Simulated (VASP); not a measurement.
# Tb (Fm-3m) in VASP: further runs

Runs on Tb. Level: PBE+U. Tasks: single point.

Everything below comes from runs of VASP 6.6.1. Logs are shortened: lines on timing, memory, paths and dates and some standing lists are left out, and cuts for length are marked.

## (1) The cell of the first run

It takes space group Fm-3m (No. 225, cubic). Conventional cell: a = 5.088 Å, b = 5.088 Å, c = 5.088 Å, α = 90.00°, β = 90.00°, γ = 90.00°. Tb (site symmetry m-3m) has 12 Tb at 3.60 Å within 4.7 Å.

This isn't the form of Tb at room conditions, which is hcp.

## (2) Single point, PBE+U, collinear spin, ferromagnetic start

Input file INCAR:

```
  PREC = Accurate
  ENCUT = 600
  EDIFF = 1E-6
  ISMEAR = 0
  SIGMA = 0.05
  LREAL = F
  LASPH = T
  NELM = 200
  ALGO = Normal
  ISIF = 2
  LWAVE = F
  LCHARG = F
  ISPIN = 2
  MAGMOM = 7.09
  LORBIT = 11
  LMAXMIX = 6
  LDAU = T
  LDAUTYPE = 2
  LDAUL = 3
  LDAUU = 6
  LDAUJ = 0
  LDAUPRINT = 1
  GGA = PE
  NBANDS = 20
  GGA_COMPAT = F
```

Input file KPOINTS:

```
Automatic mesh
0
Gamma
  8 8 8
```

Input file POSCAR:

```
Tb
1.0
    0.0000000000      2.5438496912      2.5438496912
    2.5438496912      0.0000000000      2.5438496912
    2.5438496912      2.5438496912      0.0000000000
Tb
1
Direct
    0.0000000000      0.0000000000      0.0000000000
```

Potentials or basis: VASP PAW PBE potentials, release 64 (Tb).

Run with:

```console
$ cat potpaw_PBE.64/Tb/POTCAR > POTCAR
$ mpirun -np 1 vasp_std > vasp.out
```

OUTCAR:

```text
PREC = Accurate
   ENCUT = 600
   EDIFF = 1E-6
   ISMEAR = 0
   LREAL = F
   LASPH = T
   NELM = 200
   ISIF = 2
   ISPIN = 2
   LORBIT = 11
   GGA = PE

 ion  position               nearest neighbor table
   1  0.000  0.000  0.000-

  LATTYP: Found a face centered cubic cell.
 ALAT       =     5.0876993824

  Lattice vectors:

 A1 = (   0.0000000000,   2.5438496912,   2.5438496912)
 A2 = (   2.5438496912,   0.0000000000,   2.5438496912)
 A3 = (   2.5438496912,   2.5438496912,   0.0000000000)

Analysis of symmetry for initial positions (statically):
=====================================================================
 Subroutine PRICEL returns:
 Original cell was already a primitive cell.

 Routine SETGRP: Setting up the symmetry group for a
 face centered cubic supercell.

 Subroutine GETGRP returns: Found 48 space group operations
 (whereof 48 operations were pure point group operations)
 out of a pool of 48 trial point group operations.

The static configuration has the point symmetry O_h .

Analysis of symmetry for dynamics (positions and initial velocities):
=====================================================================
 Subroutine PRICEL returns:
 Original cell was already a primitive cell.

 Routine SETGRP: Setting up the symmetry group for a
 face centered cubic supercell.

 Subroutine GETGRP returns: Found 48 space group operations
 (whereof 48 operations were pure point group operations)
 out of a pool of 48 trial point group operations.

The dynamic configuration has the point symmetry O_h .

Analysis of structural, dynamic, and magnetic symmetry:
=====================================================================
 Subroutine PRICEL returns:
 Original cell was already a primitive cell.

 Routine SETGRP: Setting up the symmetry group for a
 face centered cubic supercell.

 Subroutine GETGRP returns: Found 48 space group operations
 (whereof 48 operations were pure point group operations)
 out of a pool of 48 trial point group operations.

The overall configuration has the point symmetry O_h .

 Subroutine INISYM returns: Found 48 space group operations
 (whereof 48 operations are pure point group operations),
 and found     1 'primitive' translations

----------------------------------------------------------------------------------------

                                     Primitive cell

  volume of cell :      32.9234

  direct lattice vectors                    reciprocal lattice vectors
     0.000000000  2.543849691  2.543849691    -0.196552494  0.196552494  0.196552494
     2.543849691  0.000000000  2.543849691     0.196552494 -0.196552494  0.196552494
     2.543849691  2.543849691  0.000000000     0.196552494  0.196552494 -0.196552494

  length of vectors
     3.597546734  3.597546734  3.597546734     0.340438905  0.340438905  0.340438905

  position of ions in fractional coordinates (direct lattice)
     0.000000000  0.000000000  0.000000000

  ion indices of the primitive-cell ions
   primitive index   ion index
                 1           1
[... 97 lines left out ...]
 LDA+U is selected, type is set to LDAUTYPE =  2
   angular momentum for each species LDAUL =     3
   U (eV)           for each species LDAUU =   6.0
   J (eV)           for each species LDAUJ =   0.0
   GGA     = PE    functional components
   LHFCALC =     F    Hartree Fock is set to
   AEXX    =    0.0000 exact exchange contribution
   IVDW    =     0    specifies the selected vdW correction
   LEPSILON=     F    determine dielectric tensor
   LRPA    =     F    only Hartree local field effects (RPA)
 spin polarized calculation
 Gauss-broadening in eV      SIGMA  =   0.05
  energy-cutoff  :      600.00
  volume of cell :       32.92
 maximum number of plane-waves:      1124
 NGX is ok and might be reduce to    30
   NGX = 15   NGY = 15   NGZ = 15

atom =   1  type =  1  l = 3

 onsite density matrix

spin component  1

  0.9917  0.0000  0.0003 -0.0000 -0.0000  0.0000  0.0000
  0.0000  0.9907 -0.0000  0.0000  0.0000  0.0000  0.0000
  0.0003 -0.0000  0.9915 -0.0000  0.0000 -0.0000  0.0000
 -0.0000  0.0000 -0.0000  0.9919  0.0000  0.0000 -0.0000
 -0.0000  0.0000  0.0000  0.0000  0.9915 -0.0000 -0.0003
  0.0000  0.0000 -0.0000  0.0000 -0.0000  0.9913 -0.0000
  0.0000  0.0000  0.0000 -0.0000 -0.0003 -0.0000  0.9917

spin component  2

  0.0017 -0.0000  0.0008  0.0000  0.0000  0.0000  0.0000
 -0.0000  0.9829 -0.0000 -0.0000 -0.0000 -0.0000 -0.0000
  0.0008 -0.0000  0.0013 -0.0000  0.0000 -0.0000 -0.0000
  0.0000 -0.0000 -0.0000  0.0023 -0.0000 -0.0000  0.0000
  0.0000 -0.0000  0.0000 -0.0000  0.0013  0.0000 -0.0008
  0.0000 -0.0000 -0.0000 -0.0000  0.0000  0.0007 -0.0000
  0.0000 -0.0000 -0.0000  0.0000 -0.0008 -0.0000  0.0017

 occupancies and eigenvectors

  o =  0.0007  v =  0.0000  0.0000  0.0000  0.0000  0.0000  0.0000  0.0000  0.0000 -0.0000 -0.0000 -0.0000  0.0000 -1.0000  0.0000      0.0000  0.0000  0.0000  0.0000  0.0000  0.0000  0.0000  0.0000  0.0000  0.0000  0.0000  0.0000  0.0000  0.0000
  o =  0.0007  v =  0.0000  0.0000  0.0000  0.0000  0.0000  0.0000  0.0000  0.6124 -0.0000 -0.7906 -0.0000  0.0000  0.0000  0.0000      0.0000  0.0000  0.0000  0.0000  0.0000  0.0000  0.0000  0.0000  0.0000  0.0000  0.0000  0.0000  0.0000  0.0000
  o =  0.0007  v =  0.0000  0.0000  0.0000  0.0000  0.0000  0.0000  0.0000 -0.0000 -0.0000  0.0000  0.0000  0.7906  0.0000  0.6124      0.0000  0.0000  0.0000  0.0000  0.0000  0.0000  0.0000  0.0000  0.0000  0.0000  0.0000  0.0000  0.0000  0.0000
  o =  0.0023  v =  0.0000  0.0000  0.0000  0.0000  0.0000  0.0000  0.0000  0.7906  0.0000  0.6124 -0.0000 -0.0001  0.0000  0.0002      0.0000  0.0000  0.0000  0.0000  0.0000  0.0000  0.0000  0.0000  0.0000  0.0000  0.0000  0.0000  0.0000  0.0000
  o =  0.0023  v =  0.0000  0.0000  0.0000  0.0000  0.0000  0.0000  0.0000 -0.0002  0.0000 -0.0001 -0.0000 -0.6124 -0.0000  0.7906      0.0000  0.0000  0.0000  0.0000  0.0000  0.0000  0.0000  0.0000  0.0000  0.0000  0.0000  0.0000  0.0000  0.0000
  o =  0.0023  v =  0.0000  0.0000  0.0000  0.0000  0.0000  0.0000  0.0000 -0.0000 -0.0000 -0.0000 -1.0000  0.0000  0.0000 -0.0000      0.0000  0.0000  0.0000  0.0000  0.0000  0.0000  0.0000  0.0000  0.0000  0.0000  0.0000  0.0000  0.0000  0.0000
  o =  0.9829  v =  0.0000  0.0000  0.0000  0.0000  0.0000  0.0000  0.0000 -0.0000  1.0000 -0.0000 -0.0000 -0.0000  0.0000 -0.0000      0.0000  0.0000  0.0000  0.0000  0.0000  0.0000  0.0000  0.0000  0.0000  0.0000  0.0000  0.0000  0.0000  0.0000
  o =  0.9907  v =  0.0000  1.0000 -0.0000  0.0000  0.0000  0.0000 -0.0000  0.0000  0.0000  0.0000  0.0000  0.0000  0.0000  0.0000      0.0000  0.0000  0.0000  0.0000  0.0000  0.0000  0.0000  0.0000  0.0000  0.0000  0.0000  0.0000  0.0000  0.0000
  o =  0.9913  v =  0.0000 -0.0000 -0.0000 -0.0000 -0.0001  1.0000 -0.0001  0.0000  0.0000  0.0000  0.0000  0.0000  0.0000  0.0000      0.0000  0.0000  0.0000  0.0000  0.0000  0.0000  0.0000  0.0000  0.0000  0.0000  0.0000  0.0000  0.0000  0.0000
  o =  0.9913  v =  0.0000 -0.0000 -0.0000  0.0000  0.7906  0.0001  0.6124  0.0000  0.0000  0.0000  0.0000  0.0000  0.0000  0.0000      0.0000  0.0000  0.0000  0.0000  0.0000  0.0000  0.0000  0.0000  0.0000  0.0000  0.0000  0.0000  0.0000  0.0000
  o =  0.9913  v = -0.6124  0.0000  0.7906 -0.0000 -0.0000  0.0000  0.0000  0.0000  0.0000  0.0000  0.0000  0.0000  0.0000  0.0000      0.0000  0.0000  0.0000  0.0000  0.0000  0.0000  0.0000  0.0000  0.0000  0.0000  0.0000  0.0000  0.0000  0.0000
  o =  0.9919  v =  0.0000  0.0000 -0.0000 -0.0001 -0.6124  0.0000  0.7906  0.0000  0.0000  0.0000  0.0000  0.0000  0.0000  0.0000      0.0000  0.0000  0.0000  0.0000  0.0000  0.0000  0.0000  0.0000  0.0000  0.0000  0.0000  0.0000  0.0000  0.0000
  o =  0.9919  v = -0.7906 -0.0000 -0.6124  0.0000  0.0000 -0.0000 -0.0000  0.0000  0.0000  0.0000  0.0000  0.0000  0.0000  0.0000      0.0000  0.0000  0.0000  0.0000  0.0000  0.0000  0.0000  0.0000  0.0000  0.0000  0.0000  0.0000  0.0000  0.0000
  o =  0.9919  v =  0.0000  0.0000 -0.0000 -1.0000  0.0000 -0.0000 -0.0000  0.0000  0.0000  0.0000  0.0000  0.0000  0.0000  0.0000      0.0000  0.0000  0.0000  0.0000  0.0000  0.0000  0.0000  0.0000  0.0000  0.0000  0.0000  0.0000  0.0000  0.0000

 number of electron      19.0000010 magnetization       6.2863983

 Free energy of the ion-electron system (eV)
  ---------------------------------------------------
  ext. energy  EPLUGINS =         0.00000000
  ---------------------------------------------------
  free energy    TOTEN  =        -8.96361140 eV

  energy without entropy =       -8.95996333  energy(sigma->0) =       -8.96178737

 E-fermi :   2.9568     XC(G=0): -10.0189

 val. band max:        2.9275478027   @ k =   0.5000   0.2500   0.0000
 cond. band min:       2.9679673101   @ k =   0.3750   0.2500   0.0000
 fundamental gap:      0.0404195074
 Fermi energy:         2.9567912550

 spin component 1

 k-point     1 :       0.0000    0.0000    0.0000
  band No.  band energies     occupation
      1     -44.0591      1.00000
      2     -20.2022      1.00000
      3     -20.2022      1.00000
      4     -20.2022      1.00000
      5      -5.6803      1.00000
      6      -5.6803      1.00000
[... 1097 lines left out ...]
     19      14.7988      0.00000
     20      15.5892      0.00000

 [... further k-points ...]

------------------------ aborting loop because EDIFF is reached ----------------------------------------

  FORCE on cell =-STRESS in cart. coord.  units (eV):
  Direction    XX          YY          ZZ          XY          YZ          ZX
  --------------------------------------------------------------------------------------
  -------------------------------------------------------------------------------------
  Total       -0.0588972     -0.0588972     -0.0588972     -0.0000000     -0.0000000     -0.0000000
  in kB       -2.8661650     -2.8661650     -2.8661650     -0.0000000     -0.0000000     -0.0000000
  external PRESSURE =      -2.8661650 kB  Pullay stress =       0.0000000 kB

 VOLUME and BASIS-vectors are now :
 -----------------------------------------------------------------------------
  energy-cutoff  :      600.00
  volume of cell :       32.92
      direct lattice vectors                 reciprocal lattice vectors
     0.000000000  2.543849691  2.543849691    -0.196552494  0.196552494  0.196552494
     2.543849691  0.000000000  2.543849691     0.196552494 -0.196552494  0.196552494
     2.543849691  2.543849691  0.000000000     0.196552494  0.196552494 -0.196552494

 POSITION                                       TOTAL-FORCE (eV/Angst)
 -----------------------------------------------------------------------------------
      0.00000      0.00000      0.00000         0.000000     -0.000000      0.000000
 -----------------------------------------------------------------------------------
    total drift:                               -0.000000     -0.000000     -0.000000

  FREE ENERGIE OF THE ION-ELECTRON SYSTEM (eV)
  ---------------------------------------------------
  free  energy   TOTEN  =        -8.9636114035 eV

  energy  without entropy=       -8.9599633312  energy(sigma->0) =       -8.96178737

 total charge

# of ion       s       p       d       f       tot
--------------------------------------------------
    1        2.088   5.594   0.603   7.927  16.212

 magnetization (x)

# of ion       s       p       d       f       tot
--------------------------------------------------
    1        0.000  -0.047   0.110   5.945   6.008
```

Wall time 7.8 min (1 thread of AMD EPYC 7R43 (Zen 3), shared host); peak memory 0.19 GiB.

What came out:

```
Free energy                                           : -8.9636 eV
Pressure                                              : -0.3 GPa
Net moment                                            : 6.29 μB per cell
Site moments                                          : Tb +6.01 μB
Valence electrons inside the program's atomic spheres : Tb 16.21
```

Eigenvalues of the final occupation matrices:
| site | spin | trace | eigenvalues |
| --- | --- | --- | --- |
| site 1 f | 1 | 6.94 | 0.99 0.99 0.99 0.99 0.99 0.99 0.99 |
| site 1 f | 2 | 0.99 | 0.00 0.00 0.00 0.00 0.00 0.00 0.98 |

Caveat: the magnetic or orbital state may not be the lowest; spin-orbit coupling is left out, which moves the levels of the heavy elements. The state reached can hang on the start; a lower one may exist.

## (3) Single point, PBE+U, collinear spin, ferromagnetic start

This run uses another cell than the first one, of 34.78 Å³/atom.

Input file INCAR:

```
PREC = Accurate ; ENCUT = 600
EDIFF = 1E-6 ; ISMEAR = 0
SIGMA = 0.05 ; LREAL = F
LASPH = T ; NELM = 200
ALGO = Normal ; ISIF = 2
LWAVE = F ; LCHARG = T
ISPIN = 2 ; MAGMOM = 7.15
LORBIT = 11 ; LMAXMIX = 6
LDAU = T ; LDAUTYPE = 2
LDAUL = 3 ; LDAUU = 6
LDAUJ = 0 ; LDAUPRINT = 1
GGA = PE ; LELF = T
LVHAR = T ; NBANDS = 20
GGA_COMPAT = F
```

Input file KPOINTS:

```
regular mesh
0
Gamma
  8 8 8
```

Input file POSCAR:

```
Tb
1.0
    0.0000000000      2.5907734177      2.5907734177
    2.5907734177      0.0000000000      2.5907734177
    2.5907734177      2.5907734177      0.0000000000
Tb
1
Direct
    0.0000000000      0.0000000000      0.0000000000
```

Potentials or basis: VASP PAW PBE potentials, release 64 (Tb).

Run with:

```console
$ cat potpaw_PBE.64/Tb/POTCAR > POTCAR
$ mpirun -np 1 vasp_std > vasp.out
```

It took 4.2 min on 1 thread of AMD EPYC 7R43 (Zen 3), shared host; peak memory 0.2 GiB.

The run converged. Its results:

| Quantity | Value |
| --- | --- |
| Free energy | -6.9782 eV |
| Pressure | -1.7 GPa |
| Net moment | 6.61 μB per cell |
| Site moments | Tb +6.05 μB |
| Valence electrons inside the program's atomic spheres | Tb 16.22 |

Levels at points of the mesh, in eV from the Fermi level:
Spin up:
```tsv
k point	band 11	band 12	band 13	band 14	band 15	band 16
(0.00, 0.00, 0.00)	-7.83	-5.21	1.35	1.35	1.35	3.45
(0.50, 0.00, 0.00)	-7.83	-2.50	0.42	1.20	1.20	4.98
(0.50, 0.50, 0.00)	-7.89	-2.11	-1.33	1.80	5.01	5.43
```
Spin down:
```csv
k point,band 4,band 5,band 6,band 7,band 8,band 9
"(0.00, 0.00, 0.00)",-21.08,-4.43,0.15,0.15,0.15,2.29
"(0.50, 0.00, 0.00)",-21.16,-1.63,-0.01,-0.01,0.16,1.18
"(0.50, 0.50, 0.00)",-21.31,-1.49,-0.42,-0.01,0.00,0.00
```

Eigenvalues of the final occupation matrices:
| site | spin | trace | eigenvalues |
| --- | --- | --- | --- |
| site 1 f | 1 | 6.94 | 0.99 0.99 0.99 0.99 0.99 0.99 0.99 |
| site 1 f | 2 | 1.06 | 0.00 0.00 0.00 0.00 0.35 0.35 0.35 |

Caveat: the magnetic or orbital state may not be the lowest; spin-orbit coupling is left out, which moves the levels of the heavy elements. The state reached can hang on the start; a lower one may exist.

## (4) Single point, PBE+U, collinear spin, ferromagnetic start

This run uses another cell than the first one, of 35.13 Å³/atom.

Input file INCAR:

```
  PREC = Accurate
  ENCUT = 600
  EDIFF = 1E-6
  ISMEAR = 0
  SIGMA = 0.05
  LREAL = F
  LASPH = T
  NELM = 200
  ALGO = Normal
  ISIF = 2
  LWAVE = F
  LCHARG = T
  ISPIN = 2
  MAGMOM = 7.15
  LORBIT = 11
  LMAXMIX = 6
  LDAU = T
  LDAUTYPE = 2
  LDAUL = 3
  LDAUU = 6
  LDAUJ = 0
  LDAUPRINT = 1
  GGA = PE
  LELF = T
  LVHAR = T
  NBANDS = 20
  GGA_COMPAT = F
```

Input file KPOINTS:

```
Automatic mesh
0
Gamma
  8 8 8
```

Input file POSCAR:

```
Tb
1.0
    0.0000000000      2.5993571384      2.5993571384
    2.5993571384      0.0000000000      2.5993571384
    2.5993571384      2.5993571384      0.0000000000
Tb
1
Direct
    0.0000000000      0.0000000000      0.0000000000
```

Run with:

```console
$ cat potpaw_PBE.64/Tb/POTCAR > POTCAR
$ mpirun -np 1 vasp_std > vasp.out
```

Run time: 6.4 min. Hardware: 1 thread of AMD EPYC 7R43 (Zen 3), shared host; peak memory 0.19 GiB.

The run converged. Its results:

| Quantity | Value |
| --- | --- |
| Free energy | -8.9599 eV |
| Pressure | -1.8 GPa |
| Net moment | 6.80 μB per cell |
| Site moments | Tb +6.16 μB |
| Valence electrons inside the program's atomic spheres | Tb 16.17 |

Levels at points of the mesh, in eV from the Fermi level:
Spin up:
| k point | band 9 | band 10 | band 11 | band 12 | band 13 | band 14 | band 15 | band 16 | band 17 | band 18 |
| --- | --- | --- | --- | --- | --- | --- | --- | --- | --- | --- |
| (0.00, 0.00, 0.00) | -8.65 | -8.65 | -7.68 | -5.27 | 1.25 | 1.25 | 1.25 | 3.16 | 3.16 | 8.39 |
| (0.50, 0.00, 0.00) | -8.71 | -8.65 | -7.62 | -2.55 | 0.30 | 1.04 | 1.04 | 4.77 | 4.77 | 6.97 |
| (0.50, 0.50, 0.00) | -8.70 | -8.70 | -7.59 | -2.23 | -1.37 | 1.68 | 4.68 | 5.28 | 5.28 | 7.24 |
Spin down:
```csv
k point,band 4,band 5,band 6,band 7,band 8,band 9
"(0.00, 0.00, 0.00)",-21.30,-4.47,-4.39,1.77,1.77,1.77
"(0.50, 0.00, 0.00)",-21.38,-4.38,-1.63,1.13,1.84,1.92
"(0.50, 0.50, 0.00)",-21.51,-4.34,-1.44,-0.44,1.70,1.90
```

Eigenvalues of the final occupation matrices:
| site | spin | trace | eigenvalues |
| --- | --- | --- | --- |
| site 1 f | 1 | 6.94 | 0.99 0.99 0.99 0.99 0.99 0.99 0.99 |
| site 1 f | 2 | 0.99 | 0.00 0.00 0.00 0.00 0.00 0.00 0.98 |

Caveat: the magnetic or orbital state may not be the lowest; spin-orbit coupling is left out, which moves the levels of the heavy elements. The state reached can hang on the start; a lower one may exist.

## (5) Summary

```csv
cell,gap on the mesh (eV),pressure (GPa),moment (μB)
"a = 3.598 Å, angles 60.0°, 1 atom",none,-0.3,6.29
"a = 3.664 Å, angles 60.0°, 1 atom",none,-1.7,6.61
"a = 3.676 Å, angles 60.0°, 1 atom",none,-1.8,6.80
```

Alike in all rows: task single point; level PBE+U; potentials or basis VASP PAW PBE potentials, release 64 (Tb); spin collinear, ferromagnetic start; Tb f U = 6.0 eV; k mesh 8 × 8 × 8; cutoff (eV) 600; smearing gaussian 0.05 eV.

Caveats: the magnetic or orbital state may not be the lowest; spin-orbit coupling is left out, which moves the levels of the heavy elements.

Total energies depend on the potentials used, so only differences within one code and one set of settings carry meaning.

The gap in the log of VASP goes by the Fermi energy; the results here count the filled bands.